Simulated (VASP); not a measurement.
Wanted: the native input for a VASP 6.6.1 run.

```
Task                   : single point
Functional             : PBE
Potentials or basis    : VASP PAW PBE potentials, release 64 (Pd)
Cutoff                 : 520 eV
k mesh                 : 18 × 18 × 4
Occupations            : gaussian, width 0.1 eV
Spin                   : no spin polarisation
Dipole correction      : no
Further INCAR settings : ALGO = Fast; EDIFF = 1e-07; NBANDS = 39
```

The structure of Pd lies in POSCAR:

```
Pd
1.0
    2.7821393340      0.0000000000      0.0000000000
   -1.3910696670      2.4094033401      0.0000000000
    0.0000000000      0.0000000000     13.7310617491
Pd
6
Direct
    0.0000000000      0.0000000000      0.0000000000
    0.3333333333      0.6666666667      0.1670349499
    0.6666666667      0.3333333333      0.3329650501
    0.0000000000      0.0000000000      0.5000000000
    0.6666666667      0.3333333333      0.6670349499
    0.3333333333      0.6666666667      0.8329650501
```

This isn't the form of Pd at room conditions, which is fcc.

The input as run:

INCAR

```
ALGO     = Fast           # electronic algorithm
EDIFF    = 1E-7           # SCF threshold, eV
ENCUT    = 520            # plane-wave cutoff, eV
GGA      = PE             # functional
ISIF     = 2              # what is computed and relaxed
ISMEAR   = 0              # smearing method
LASPH    = True           # aspherical terms in the spheres
LCHARG   = False          # write CHGCAR
LREAL    = False          # projectors in reciprocal space
LWAVE    = False          # write WAVECAR
NBANDS   = 39             # bands
NELM     = 80             # most SCF steps
PREC     = Accurate       # precision mode
SIGMA    = 0.1            # smearing width, eV
```

KPOINTS

```
k-points
0
Gamma
  18 18 4
```

Potentials or basis: VASP PAW PBE potentials, release 64 (Pd).

Run with:

```console
$ cat potpaw_PBE.64/Pd/POTCAR > POTCAR
$ mpirun -np 1 vasp_std > vasp.out
```

It gave:

- Pressure: -0.3 GPa
- Band gap on the k mesh: zero (bands 30 and 31 overlap by 0.93 eV)

Run time: 9.6 min on 1 thread of Intel Xeon 8259CL, on a shared host, peak memory 0.43 GiB.
